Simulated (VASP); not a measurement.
# TaAs (P-6m2) in VASP: relaxation of cell and atoms with PBE

Aim: the relaxation of cell and atoms of TaAs with PBE.

All numbers are computed with VASP 6.6.1; they aren't measurements. Logs are shortened: lines on timing, memory, paths and dates and some standing lists are left out, and cuts for length are marked.

## Step 1: The cell of the first run

It takes space group P-6m2 (No. 187, hexagonal). Conventional cell: a = 3.415 Å, b = 3.415 Å, c = 3.482 Å, α = 90.00°, β = 90.00°, γ = 120.00°. Ta (site symmetry -6m2) has 6 As at 2.63 Å and 8 Ta at 3.42 to 3.48 Å within 3.5 Å. Within 3.5 Å of As (site symmetry -6m2) lie 6 Ta at 2.63 Å and 8 As at 3.42 to 3.48 Å.

## Step 2: Relaxation of cell and atoms, PBE

Input file INCAR:

```
SYSTEM = TaAs
  PREC = Accurate
  ENCUT = 600
  EDIFF = 1E-6
  ISMEAR = 0
  SIGMA = 0.1
  LREAL = .FALSE.
  LASPH = .TRUE.
  NELM = 60
  ALGO = Fast
  ISIF = 3
  LWAVE = .FALSE.
  LCHARG = .FALSE.
  GGA = PE
  IBRION = 2
  NSW = 80
  EDIFFG = -0.015
```

Input file KPOINTS:

```
regular mesh
0
G
  8 8 6
  0 0 0
```

Input file POSCAR:

```
TaAs
1.0
    1.7077174774     -2.9578534359      3.4820585712
   -1.7077174774      2.9578534359      3.4820585712
   -5.1231524323     -2.9578534359      0.0000000000
Ta As
4 4
Direct
    0.7500000000      0.7500000000      0.3333333333
    0.2500000000      0.2500000000      0.3333333333
    0.0000000000      0.5000000000      0.8333333333
    0.5000000000      0.0000000000      0.8333333333
    0.5000000000      0.5000000000      0.0000000000
    0.0000000000      0.0000000000      0.0000000000
    0.7500000000      0.2500000000      0.5000000000
    0.2500000000      0.7500000000      0.5000000000
```

Potentials or basis: VASP PAW PBE potentials, release 64 (Ta_pv, As).

On the command line:

```sh
$ cat potpaw_PBE.64/Ta_pv/POTCAR potpaw_PBE.64/As/POTCAR > POTCAR
$ mpirun -np 1 vasp_std > vasp.out
```

OUTCAR:

```text
SYSTEM = TaAs
   PREC = Accurate
   ENCUT = 600
   EDIFF = 1E-6
   ISMEAR = 0
   LREAL = .FALSE.
   LASPH = .TRUE.
   NELM = 60
   ISIF = 3
   GGA = PE
   IBRION = 2
   NSW = 80
   EDIFFG = -0.015

 ion  position               nearest neighbor table
   1  0.750  0.750  0.333-   5 2.63   6 2.63   7 2.63   8 2.63   7 2.63   8 2.63   4 3.42   3 3.42
                             2 3.42   2 3.42   3 3.42   4 3.42   2 3.48   2 3.48
   2  0.250  0.250  0.333-   5 2.63   6 2.63   8 2.63   7 2.63   8 2.63   7 2.63   3 3.42   4 3.42
                             1 3.42   1 3.42   3 3.42   4 3.42   1 3.48   1 3.48
   3  0.000  0.500  0.833-   7 2.63   8 2.63   6 2.63   5 2.63   6 2.63   5 2.63   1 3.42   2 3.42
                             4 3.42   4 3.42   1 3.42   2 3.42   4 3.48   4 3.48
   4  0.500  0.000  0.833-   7 2.63   8 2.63   5 2.63   6 2.63   5 2.63   6 2.63   2 3.42   1 3.42
                             3 3.42   3 3.42   1 3.42   2 3.42   3 3.48   3 3.48
   5  0.500  0.500  0.000-   1 2.63   2 2.63   3 2.63   4 2.63   4 2.63   3 2.63
   6  0.000  0.000  0.000-   1 2.63   2 2.63   4 2.63   3 2.63   3 2.63   4 2.63
   7  0.750  0.250  0.500-   3 2.63   4 2.63   2 2.63   1 2.63   1 2.63   2 2.63
   8  0.250  0.750  0.500-   3 2.63   4 2.63   1 2.63   2 2.63   2 2.63   1 2.63

  LATTYP: Found a base centered orthorhombic cell.
 ALAT       =     6.8308699097
 B/A-ratio  =     1.0195066272
 C/A-ratio  =     0.8660254038

  Lattice vectors:

 A1 = (   1.7077174774,  -2.9578534359,  -3.4820585712)
 A2 = (   1.7077174774,  -2.9578534359,   3.4820585712)
 A3 = (  -5.1231524323,  -2.9578534359,   0.0000000000)

Analysis of symmetry for initial positions (statically):
=====================================================================
 Subroutine PRICEL returns following result:

  LATTYP: Found a hexagonal cell.
 ALAT       =     3.4154349549
 C/A-ratio  =     1.0195066272

  Lattice vectors:

 A1 = (   1.7077174774,  -2.9578534359,   0.0000000000)
 A2 = (   1.7077174775,   2.9578534359,   0.0000000000)
 A3 = (   0.0000000000,  -0.0000000000,   3.4820585712)

   4 primitive cells build up your supercell.

 Routine SETGRP: Setting up the symmetry group for a
 base centered orthorhombic supercell.

 Subroutine GETGRP returns: Found  4 space group operations
 (whereof  4 operations were pure point group operations)
 out of a pool of  8 trial point group operations.

The static configuration has the point symmetry C_2v.

Analysis of symmetry for dynamics (positions and initial velocities):
=====================================================================
 Subroutine PRICEL returns following result:

  LATTYP: Found a hexagonal cell.
 ALAT       =     3.4154349549
 C/A-ratio  =     1.0195066272

  Lattice vectors:

 A1 = (   1.7077174774,  -2.9578534359,   0.0000000000)
 A2 = (   1.7077174775,   2.9578534359,   0.0000000000)
 A3 = (   0.0000000000,  -0.0000000000,   3.4820585712)

   4 primitive cells build up your supercell.

 Routine SETGRP: Setting up the symmetry group for a
 base centered orthorhombic supercell.

 Subroutine GETGRP returns: Found  4 space group operations
 (whereof  4 operations were pure point group operations)
 out of a pool of  8 trial point group operations.

The dynamic configuration has the point symmetry C_2v.

 Subroutine INISYM returns: Found  4 space group operations
 (whereof  4 operations are pure point group operations),
 and found     4 'primitive' translations

----------------------------------------------------------------------------------------

                                     Primitive cell

  volume of cell :      35.1770

  direct lattice vectors                    reciprocal lattice vectors
     1.707717477 -2.957853436  0.000000000     0.292788477 -0.169041506 -0.000000000
     1.707717477  2.957853436  0.000000000     0.292788477  0.169041506  0.000000000
     0.000000000 -0.000000000  3.482058571     0.000000000  0.000000000  0.287186439

  length of vectors
     3.415434955  3.415434955  3.482058571     0.338083012  0.338083012  0.287186439

  position of ions in fractional coordinates (direct lattice)
     0.666666667  0.333333333  0.500000000
     1.000000000  0.000000000  0.000000000

  ion indices of the primitive-cell ions
   primitive index   ion index
                 1           1
                 2           5

----------------------------------------------------------------------------------------

 KPOINTS: regular mesh

Automatic generation of k-mesh.
 Grid dimensions read from file:
 generate k-points for:    8    8    6

 Generating k-lattice:

  Cartesian coordinates                     Fractional coordinates (reciprocal lattice)
     0.009149640 -0.015847641  0.017949152     0.125000000  0.000000000  0.000000000
    -0.009149640  0.015847641  0.017949152     0.000000000  0.125000000 -0.000000000
    -0.024399040 -0.014086792  0.000000000     0.000000000 -0.000000000  0.166666667

  Length of vectors
     0.025632708  0.025632708  0.028173584

  Shift w.r.t. Gamma in fractional coordinates (k-lattice)
     0.000000000  0.000000000  0.000000000

 Subroutine IBZKPT returns following result:
 ===========================================

 Found     84 irreducible k-points:

 Following reciprocal coordinates:
            Coordinates               Weight
  0.000000  0.000000  0.000000      1.000000
  0.125000 -0.000000 -0.000000      4.000000
  0.250000 -0.000000 -0.000000      4.000000
  0.375000 -0.000000 -0.000000      4.000000
  0.500000 -0.000000 -0.000000      2.000000
  0.125000  0.125000  0.000000      2.000000
[... 16 lines left out ...]
  0.125000 -0.000000  0.166667      8.000000
  0.250000 -0.000000  0.166667      8.000000
 [... further k-points ...]
   k-points           NKPTS =     84   k-points in BZ     NKDIM =     84   number of bands    NBANDS=     38
   number of dos      NEDOS =    301   number of ions     NIONS =      8
   total plane-waves  NPLWV =  76800
   dimension x,y,z NGX =    40 NGY =   40 NGZ =   48
   dimension x,y,z NGXF=    80 NGYF=   80 NGZF=   96
   ions per type =               4   4
   NGX,Y,Z   is equivalent  to a cutoff of  13.63, 13.63, 13.49 a.u.
   NGXF,Y,Z  is equivalent  to a cutoff of  27.27, 27.27, 26.98 a.u.
 SYSTEM =  TaAs
   PREC   = accura    normal or accurate (medium, high low for compatibility)
   ISTART =      0    job   : 0-new  1-cont  2-samecut
   ICHARG =      2    charge: 1-file 2-atom 10-const
   ISPIN  =      1    spin polarized calculation?
   LNONCOLLINEAR =      F non collinear calculations
   LSORBIT =      F    spin-orbit coupling
   LASPH  =      T    aspherical Exc in radial PAW
   ENCUT  =  600.0 eV  44.10 Ry    6.64 a.u.   9.74  9.74 11.82*2*pi/ulx,y,z
   NELM   =     60;   NELMIN=  2; NELMDL= -5     # of ELM steps
   EDIFF  = 0.1E-05   stopping-criterion for ELM
   LREAL  =      F    real-space projection
   EDIFFG = -.1E-01   stopping-criterion for IOM
   NSW    =     80    number of steps for IOM
   IBRION =      2    ionic relax: 0-MD 1-quasi-New 2-CG
   NFREE  =      1    steps in history (QN), initial steepest desc. (CG)
   ISIF   =      3    stress and relaxation
   ISYM   =      2    0-nonsym 1-usesym 2-fastsym
   POTIM  = 0.5000    time-step for ionic-motion
   TEBEG  =    0.0;   TEEND  =   0.0 temperature during run
   PSTRESS=    0.0 pullay stress
   NELECT =      64.0000    total number of electrons
   NUPDOWN=      -1.0000    fix difference up-down
   EMIN   =  10.00;   EMAX   =-10.00  energy-range for DOS
   EFERMI =   0.00;   METHOD = LEGACY
   ISMEAR =     0;   SIGMA  =   0.10  broadening in eV -4-tet -1-fermi 0-gaus
   EFERMI_NEDOS =   21; number of points for ismear=-14 and -15
   IALGO  =     68    algorithm
   IMIX   =      4    mixing-type and parameters
     AMIX     =   0.40;   BMIX     =  1.00
     AMIX_MAG =   1.60;   BMIX_MAG =  1.00
  volume/ion in A,a.u.               =      17.59       118.69
  Fermi-wavevector in a.u.,A,eV,Ry     =   1.259008  2.379181 21.566619  1.585102
  Thomas-Fermi vector in A             =   2.392589
   LORBIT       =      0    0 simple, 1 ext, 2 COOP (PROOUT), +10 PAW based schemes
   GGA     = PE    functional components
   LHFCALC =     F    Hartree Fock is set to
   AEXX    =    0.0000 exact exchange contribution
   IVDW    =     0    specifies the selected vdW correction
   LEPSILON=     F    determine dielectric tensor
   LRPA    =     F    only Hartree local field effects (RPA)
 conjugate gradient relaxation of ions
 non-spin polarized calculation
 RMM-DIIS sequential band-by-band and
 Gauss-broadening in eV      SIGMA  =   0.10
  energy-cutoff  :      600.00
  volume of cell :      140.71
 maximum number of plane-waves:      4720
   NGX = 19   NGY = 19   NGZ = 23

--------------------------------------- Ionic step        1  -------------------------------------------

 number of electron      64.0000010 magnetization

 Free energy of the ion-electron system (eV)
  ---------------------------------------------------
  ext. energy  EPLUGINS =         0.00000000
  ---------------------------------------------------
  free energy    TOTEN  =       -70.23142793 eV

  energy without entropy =      -70.22641960  energy(sigma->0) =      -70.22892376

------------------------ aborting loop because EDIFF is reached ----------------------------------------

  FORCE on cell =-STRESS in cart. coord.  units (eV):
  Direction    XX          YY          ZZ          XY          YZ          ZX
  --------------------------------------------------------------------------------------
  -------------------------------------------------------------------------------------
  Total        0.2606930      0.2862349      0.5445816     -0.0221200      0.0000000     -0.0000000
  in kB        2.9683919      3.2592262      6.2009015     -0.2518699      0.0000000     -0.0000000
  external PRESSURE =       4.1428399 kB  Pullay stress =       0.0000000 kB
[... 69 lines left out ...]
  energy  without entropy=      -70.2251754291  energy(sigma->0) =      -70.22766883

--------------------------------------- Ionic step        3  -------------------------------------------

 number of electron      64.0000009 magnetization

 Free energy of the ion-electron system (eV)
  ---------------------------------------------------
  ext. energy  EPLUGINS =         0.00000000
  ---------------------------------------------------
  free energy    TOTEN  =       -70.23185280 eV

  energy without entropy =      -70.22685345  energy(sigma->0) =      -70.22935313

 E-fermi :   6.6512     XC(G=0): -11.8492

 val. band max:        6.6324578594   @ k =   0.5000   0.5000   0.0000
 cond. band min:       6.6518254074   @ k =   0.3750   0.3750   0.1667
 fundamental gap:      0.0193675481
 Fermi energy:         6.6511580704

 k-point     1 :       0.0000    0.0000    0.0000
  band No.  band energies     occupation
      1     -28.2450      2.00000
      2     -28.2450      2.00000
      3     -28.2084      2.00000
      4     -28.1476      2.00000
      5     -28.1458      2.00000
      6     -28.1458      2.00000
[... 973 lines left out ...]
     37       9.1071      0.00000
     38       9.3195      0.00000

 [... further k-points ...]

------------------------ aborting loop because EDIFF is reached ----------------------------------------

  FORCE on cell =-STRESS in cart. coord.  units (eV):
  Direction    XX          YY          ZZ          XY          YZ          ZX
  --------------------------------------------------------------------------------------
  -------------------------------------------------------------------------------------
  Total       -0.0504578     -0.0323825      0.0584878     -0.0156537      0.0000000      0.0000000
  in kB       -0.5732962     -0.3679266      0.6645333     -0.1778553      0.0000000      0.0000000
  external PRESSURE =      -0.0922298 kB  Pullay stress =       0.0000000 kB
[... 23 lines left out ...]
  FREE ENERGIE OF THE ION-ELECTRON SYSTEM (eV)
  ---------------------------------------------------
  free  energy   TOTEN  =       -70.2318528041 eV

  energy  without entropy=      -70.2268534461  energy(sigma->0) =      -70.22935313

 reached required accuracy - stopping structural energy minimisation
```

Wall time 33 min (1 thread of Oxide Virtual Turin-like, shared host); peak memory 0.54 GiB.

Results:

- Free energy: -70.2319 eV
- Relaxed volume: 17.63 Å³/atom
- Relaxed cell: a = 4.882 Å, b = 4.882 Å, c = 5.919 Å, α = 90.00°, β = 90.00°, γ = 88.87°
- Space group after relaxing (to 0.1 Å): P-6m2 (No. 187)
- Energy gained by relaxing: 0.1 meV/atom
- Ionic steps: 3
- Pressure after relaxing: 0.0 GPa
- Band gap on the k mesh: zero (bands 32 and 33 overlap by 0.46 eV)

Step by step:
| step | energy change (eV) | largest force (eV/Å) | pressure (GPa) | volume (Å³) |
| --- | --- | --- | --- | --- |
| 1 | 0.0000 | 0.0008 | 0.41 | 140.71 |
| 2 | 0.0013 | 0.0020 | -0.81 | 141.64 |
| 3 | -0.0004 | 0.0012 | -0.01 | 141.01 |

Final structure:
```xyz
8
Lattice="1.7087 -2.9596 3.4858 -1.7087 2.9596 3.4858 -5.1257 -2.9593 0.0000" Properties=species:S:1:pos:R:3 pbc="T T T"
Ta   -1.7086   -0.9864    5.2287
Ta   -1.7086   -0.9864    1.7429
Ta   -5.1258   -0.9863    1.7429
Ta   -3.4170   -3.9459    1.7429
As   -5.1257   -2.9593    3.4858
As   -3.4169   -5.9189    3.4858
As   -1.7085   -2.9595    3.4858
As   -3.4172    0.0002    3.4858
```

Levels at points of the mesh, in eV from the Fermi level:
| k point | band 30 | band 31 | band 32 | band 33 | band 34 | band 35 |
| --- | --- | --- | --- | --- | --- | --- |
| (0.00, 0.00, 0.00) | -1.13 | -0.83 | -0.68 | 1.14 | 1.76 | 1.77 |
| (0.50, 0.00, 0.00) | -0.76 | -0.64 | -0.64 | 0.48 | 0.48 | 2.27 |
| (0.50, 0.50, 0.00) | -0.18 | -0.18 | -0.02 | -0.02 | 0.36 | 0.36 |
| (0.00, 0.00, 0.50) | -1.37 | -0.78 | -0.78 | 1.43 | 1.43 | 2.04 |
| (0.50, 0.00, 0.50) | -0.99 | -0.99 | -0.99 | 1.28 | 1.28 | 1.28 |
| (0.50, 0.50, 0.50) | -1.19 | -0.68 | -0.68 | 1.05 | 1.05 | 1.14 |

Caveat: spin-orbit coupling is left out, which moves the levels of the heavy elements.
